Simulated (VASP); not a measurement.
Runs of VASP 6.6.1 on Co. The structure is that of space group Fm-3m (No. 225), or close to it. The cells are those of the table. 

```csv
task,potentials or basis,cell,k mesh,cutoff (eV),second run,gap on the mesh (eV),pressure (GPa),moment (μB)
single point,"VASP PAW PBE potentials, release 64 (Co)","a = 2.452 Å, angles 60.0°, 1 atom",20 × 20 × 20,520,-,none,-0.9,(a)
relaxation of cell and atoms,"VASP PAW PBE potentials, release 64 (Co)","relaxed from a = 2.511 Å, angles 60.0°, 1 atom",10 × 10 × 10,600,-,none,-0.4,1.67
single point,"VASP PAW PBE potentials, release 64 (Co)","a = 2.511 Å, angles 60.0°, 1 atom",8 × 8 × 8,520,-,none,(b),1.70
single point,"VASP PAW PBE potentials, release 64 (Co_sv)","a = 2.456 Å, angles 60.0°, 1 atom",10 × 10 × 10,600,valence_matched,none,-4.5,1.68
relaxation of cell and atoms,"VASP PAW PBE potentials, release 64 (Co_sv)","relaxed from a = 2.511 Å, angles 60.0°, 1 atom",10 × 10 × 10,600,valence_matched,none,-0.6,1.67
```

Alike in all rows: level PBEsol; spin collinear, ferromagnetic start; smearing gaussian 0.1 eV.

**Question.** Fill in the values left out.

**Answer.** (a) 1.61; (b) -14.7.

Caveats: some runs use coarse meshes; the PAW data sets were made with another functional, which shifts forces and pressure a little.

A gap of «none» marks levels without a gap at the run's occupations.

The runs don't all hold the same shells in valence.
